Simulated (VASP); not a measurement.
Wanted: the native input for a VASP 6.6.1 run.

```
Task                   : electric field gradients
Functional             : PBE
Potentials or basis    : VASP PAW PBE potentials, release 64 (K_sv, Cd_sv_GW, C, O, F)
Cutoff                 : 520 eV
k mesh                 : 5 × 5 × 3
Occupations            : fermi-dirac, width 0.02 eV
Spin                   : no spin polarisation
Dipole correction      : no
Further INCAR settings : ALGO = Normal; EDIFF = 1e-08; NBANDS = 71
```

The structure of KCdCO3F lies in POSCAR:

```
KCdCO3F
1.0
    5.1349000000      0.0000000000      0.0000000000
   -2.5674500000      4.4469538459      0.0000000000
    0.0000000000      0.0000000000      8.8460000000
K Cd C O F
2 2 2 6 2
Direct
    0.6666666667      0.3333333333      0.5000000000
    0.6666666667      0.3333333333      0.0000000000
    0.0000000000      0.0000000000      0.2500000000
    0.0000000000      0.0000000000      0.7500000000
    0.3333333333      0.6666666667      0.2500000000
    0.3333333333      0.6666666667      0.7500000000
    0.4062000000      0.9453000000      0.2500000000
    0.5391000000      0.5938000000      0.2500000000
    0.0547000000      0.4609000000      0.2500000000
    0.0547000000      0.5938000000      0.7500000000
    0.4062000000      0.4609000000      0.7500000000
    0.5391000000      0.9453000000      0.7500000000
    0.0000000000      0.0000000000      0.5000000000
    0.0000000000      0.0000000000      0.0000000000
```

The input as run:

INCAR

```
PREC = Accurate
ENCUT = 520
EDIFF = 1E-8
ISMEAR = -1
SIGMA = 0.02
LREAL = False
LASPH = True
NELM = 120
ALGO = Normal
ISIF = 2
LWAVE = False
LCHARG = False
GGA = PE
LEFG = True
NBANDS = 71
GGA_COMPAT = False
```

KPOINTS

```
regular mesh
0
Gamma
  5 5 3
```

Potentials or basis: VASP PAW PBE potentials, release 64 (K_sv, Cd_sv_GW, C, O, F).

Command:

```bash
$ cat potpaw_PBE.64/K_sv/POTCAR potpaw_PBE.64/Cd_sv_GW/POTCAR potpaw_PBE.64/C/POTCAR potpaw_PBE.64/O/POTCAR potpaw_PBE.64/F/POTCAR > POTCAR
$ mpirun -np 1 vasp_std > vasp.out
```

It gave:

```json
{
 "Pressure": "4.3 GPa",
 "Largest force": "0.787 eV/Å",
 "Band gap on the k mesh": "3.21 eV",
 "Largest electric field gradient by atom": "K -20.2; Cd +1.4; C +35.4; O +110.1; F +87.6 V/Å²"
}
```

Caveat: the cell stands under pressure; without QUAD_EFG the Cq values of the log hold for a quadrupole moment of 1 mb, not for the nuclei; an odd mesh through Γ misses points on the zone boundary, where band edges can lie.

Wall time 4.2 min on 1 thread of Intel(R) Xeon(R) Platinum 8259CL CPU @ 2.50GHz (Skylake/Cascade Lake) (shared host), peak memory 0.42 GiB.
